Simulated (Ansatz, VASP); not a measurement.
**Li3H2: VASP beside Ansatz**

```xyz
10
Lattice="4.6279 -2.7912 0.0000 4.6279 2.7912 0.0000 0.0000 0.0000 4.7972" Properties=species:S:1:pos:R:3 pbc="T T T"
Li    4.6279    1.6471    2.4969
Li    4.6279   -1.6471    0.0982
Li    6.3984   -0.8687    2.7058
Li    2.8574    0.8687    0.3072
Li    6.3984    0.8687    0.3072
Li    2.8574   -0.8687    2.7058
H     3.0901    0.8104    2.1080
H     6.1657   -0.8104    4.5067
H     3.0901   -0.8104    4.5067
H     6.1657    0.8104    2.1080
```

Change from the starting cell: species swapped into the B2O3 type (Cmc2_1, No. 36).

Alike in both runs: task relaxation of cell and atoms; functional PBE; k mesh 6 × 6 × 6; occupations gaussian, width 0.1 eV; no spin polarisation.

```csv
,VASP,Ansatz
version,VASP 6.6.1,Ansatz 0.2.0
potentials or method,"VASP PAW PBE potentials, release 64 (Li_sv, H), cutoff 600 eV","scalar-relativistic, plane waves, PAW"
valence electrons in the cell,22,22
```

|  | VASP | Ansatz | Ansatz less VASP |
| --- | --- | --- | --- |
| gap on the k mesh at the Fermi level, each at its own relaxed structure (eV) | none | none | - |
| relaxed volume (Å³/atom) | 12.57 | 12.67 | +0.107 |
| relaxed length of the cell vector where the two differ most in proportion (Å) | 4.811 | 4.825 | +0.0138 |

A gap of «none» marks a metal or a gap that the smearing closes.

Noted on VASP's run: the cutoff is under 1.25 times that of the potentials, so the pressure is a little rough.
